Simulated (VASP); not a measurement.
Write the native input for VASP 6.6.1 that does the following.

| Property | Result |
| --- | --- |
| Task | relaxation of cell and atoms |
| Functional | PBE |
| Potentials or basis | VASP PAW PBE potentials, release 64 (Pb_d) |
| Cutoff | 500 eV |
| k mesh | 15 × 15 × 15 |
| Occupations | fermi-dirac, width 0.05 eV |
| Spin | no spin polarisation |
| Target pressure | 35 GPa |
| Dipole correction | no |
| Further INCAR settings | ALGO = Normal; EDIFF = 1e-07; IBRION = 2; EDIFFG = -0.005; NSW = 32; ISIF = 3 |

The structure of Pb lies in POSCAR:

```
Pb
1.0
   -1.7673470808      1.7673470808      1.7673470808
    1.7673470808     -1.7673470808      1.7673470808
    1.7673470808      1.7673470808     -1.7673470808
Pb
1
Direct
    0.0000000000      0.0000000000      0.0000000000
```

This isn't the form of Pb at room conditions, which is fcc.

These files were run (other wordings do the same):

INCAR

```
ALGO = Normal ; EDIFF = 1E-7
EDIFFG = -0.005 ; ENCUT = 500
GGA = PE ; GGA_COMPAT = False
IBRION = 2 ; ISIF = 3
ISMEAR = -1 ; LASPH = True
LCHARG = False ; LREAL = False
LWAVE = False ; NELM = 120
NELMIN = 4 ; NSW = 32
PREC = Accurate ; PSTRESS = 350.0
SIGMA = 0.05
```

KPOINTS

```
k-points
0
Gamma
  15 15 15
```

Potentials or basis: VASP PAW PBE potentials, release 64 (Pb_d).

Command:

```sh
$ cat potpaw_PBE.64/Pb_d/POTCAR > POTCAR
$ mpirun -np 1 vasp_std > vasp.out
```

Results of the run:

| Item | Value |
| --- | --- |
| Relaxed volume | 22.07 Å³/atom |
| Relaxed cell | a = 3.061 Å, b = 3.061 Å, c = 3.061 Å, α = 109.47°, β = 109.47°, γ = 109.47° |
| Space group after relaxing (to 0.1 Å) | Im-3m (No. 229) |
| Energy change on relaxing (the run minimises the enthalpy) | +2.4 meV/atom |
| Ionic steps | 3 |
| Pressure after relaxing | 35.0 GPa |
| Band gap on the k mesh | zero (bands 7 and 8 overlap by 13.98 eV) |

Caveat: the cell is relaxed towards a set pressure, so the run minimises the enthalpy, not the energy; spin-orbit coupling is left out, which moves the levels of the heavy elements.

It took 18 s on 1 thread of Intel(R) Xeon(R) 6975P-C (Granite Rapids), with other jobs on the host, peak memory 0.16 GiB.
